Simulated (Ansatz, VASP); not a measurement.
## BP in VASP and in Ansatz

```
B P
1.0
     0.00000    2.29794    2.29794
     2.29794    0.00000    2.29794
     2.29794    2.29794    0.00000
B P
1 1
Cartesian
  0.0000 0.0000 0.0000
  1.1490 1.1490 1.1490
```

Alike in both runs: task single point; functional PBE; dispersion D3(BJ); k mesh 10 × 10 × 10; occupations gaussian, width 0.02 eV; no spin polarisation.

|  | VASP | Ansatz |
| --- | --- | --- |
| version | VASP 6.6.1 | Ansatz 0.2.0 |
| potentials or method | VASP PAW PBE potentials, release 64 (B, P), cutoff 500 eV | scalar-relativistic, plane waves, PAW |
| valence electrons in the cell | 8 | 8 |

```csv
,VASP,Ansatz,Ansatz less VASP
gap on the k mesh at the Fermi level (eV),1.29,1.29,+0.003
least direct gap on the mesh (eV),3.35,3.35,+0.003
pressure (GPa),-9.1,-8.9,+0.19
```
